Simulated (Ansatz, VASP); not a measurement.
TaN: VASP beside Ansatz

INCAR

```
SYSTEM = TaN
PREC     = Accurate       ! precision mode
ENCUT    = 700            ! plane-wave cutoff, eV
EDIFF    = 1E-6           ! SCF threshold, eV
ISMEAR   = -1             ! smearing method
SIGMA    = 0.05           ! smearing width, eV
LREAL    = .False.        ! projectors in reciprocal space
LASPH    = .True.         ! aspherical terms in the spheres
NELM     = 120            ! most SCF steps
ALGO     = Normal         ! electronic algorithm
ISIF     = 2              ! what is computed and relaxed
LWAVE    = .False.        ! write WAVECAR
LCHARG   = .False.        ! write CHGCAR
NBANDS   = 26             ! bands
GGA_COMPAT= .False.
```

The input KPOINTS:

```
Automatic mesh
0
Gamma
  6 6 3
  0 0 0
```

POSCAR

```
TaN
1.0
    2.9217699809      0.0000000000      0.0000000000
   -1.4608849905      2.5303270275      0.0000000000
    0.0000000000      0.0000000000      5.9165150000
Ta N
2 2
Direct
    0.0000000000      0.0000000000      0.5000000000
    0.0000000000      0.0000000000      0.0000000000
    0.3333333333      0.6666666667      0.2500000000
    0.6666666667      0.3333333333      0.7500000000
```

Contents of input.yaml:

```yaml
crystal:
  lattice:
    - [2.9217699809, 0.0, 0.0]
    - [-1.4608849905, 2.5303270275, 0.0]
    - [0.0, 0.0, 5.916515]
  atoms:
    - { symbol: Ta, position: [0.0, 0.0, 0.5] }
    - { symbol: Ta, position: [0.0, 0.0, 0.0] }
    - { symbol: "N", position: [0.3333333333, 0.6666666667, 0.25] }
    - { symbol: "N", position: [0.6666666667, 0.3333333333, 0.75] }
hamiltonian:
  xc: lda
  pseudopotentials: { kind: paw }
kpoints:
  mp_grid: { grid: [6, 6, 3] }
scf:
  occupations: { method: fermi_dirac, width: 0.05 }
  n_extra_bands: 10
output:
  forces: true
  stress: true
  eigenvalues: true
  dos: { projected: true, de: 0.05, nscf_kmesh: { grid: [9, 9, 5] } }
```

Alike in both runs: functional LDA; k mesh 6 × 6 × 3; occupations fermi-dirac, width 0.05 eV; no spin polarisation.

```csv
,VASP,Ansatz
version,VASP 6.6.1,Ansatz 0.2.0
potentials or method,"VASP PAW LDA potentials, release 64 (Ta_sv_GW, N)",Ansatz PAW
plane-wave cutoff (eV),700,420
valence electrons in the cell,36,36
task,single point,projected density of states
```

Ansatz gave:

```
gap on the k mesh at the Fermi level (eV)                     : none
pressure (GPa)                                                : -17.4
traceless stress, the component that is largest in VASP (GPa) : -3.13
```

Estimate VASP's values.

gap on the k mesh at the Fermi level (eV): none; pressure (GPa): -16.5; traceless stress, the component that is largest in VASP (GPa): -3.10.

LDA's correlation is that of Perdew and Zunger in VASP and of Perdew and Wang (1992) in Ansatz. A gap of «none» marks a metal or a gap that the smearing closes.

The k mesh is coarse, so the values compare programs but aren't converged. Spin-orbit coupling is off throughout.
